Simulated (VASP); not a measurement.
A run of VASP 6.6.1:

The input POSCAR:

```
SiS2
1.0
   -2.7820000000      4.7725000000      2.7760000000
    2.7820000000     -4.7725000000      2.7760000000
    2.7820000000      4.7725000000     -2.7760000000
Si S
2 4
Direct
    0.7500000000      0.7500000000      0.0000000000
    0.2500000000      0.2500000000      0.0000000000
    0.1182000000      0.2088000000      0.3270000000
    0.8818000000      0.7912000000      0.6730000000
    0.6182000000      0.2912000000      0.9094000000
    0.3818000000      0.7088000000      0.0906000000
```

File INCAR.step1:

```
SYSTEM = SiS2
  PREC = Accurate
  ENCUT = 440
  ISMEAR = -1
  SIGMA = 0.01
  LREAL = .False.
  LASPH = .True.
  NELM = 120
  NBANDS = 25
  GGA = PE
  ALGO = Normal
  EDIFF = 1E-5
  LWAVE = .True.
  LCHARG = .False.
  GGA_COMPAT = .False.
```

File INCAR.step2:

```
SYSTEM = SiS2
  PREC = Accurate
  ENCUT = 440
  EDIFF = 1E-8
  ISMEAR = -1
  SIGMA = 0.01
  LREAL = .False.
  LASPH = .True.
  NELM = 120
  ALGO = Normal
  ISIF = 2
  LWAVE = .False.
  LCHARG = .False.
  METAGGA = R2SCAN
  LMIXTAU = .True.
  LEFG = .True.
  NBANDS = 25
  ISTART = 1
  GGA_COMPAT = .False.
```

File KPOINTS:

```
Automatic mesh
0
Gamma
  8 8 8
  0 0 0
```

Potentials or basis: VASP PAW PBE potentials, release 64 (Si, S).

Run with:

```bash
$ cat potpaw_PBE.64/Si/POTCAR potpaw_PBE.64/S/POTCAR > POTCAR
$ cp INCAR.step1 INCAR
$ mpirun -np 1 vasp_std > vasp.out
$ cp INCAR.step2 INCAR
$ mpirun -np 1 vasp_std > vasp.out
```

Hardware: 1 thread of Oxide Virtual Turin-like Processor, on a shared host.

Question: How long does it take, and how much memory?

Answer: Run time: 21 min on 1 thread of Oxide Virtual Turin-like Processor (shared host), peak memory 0.38 GiB. Counts: k points 95.
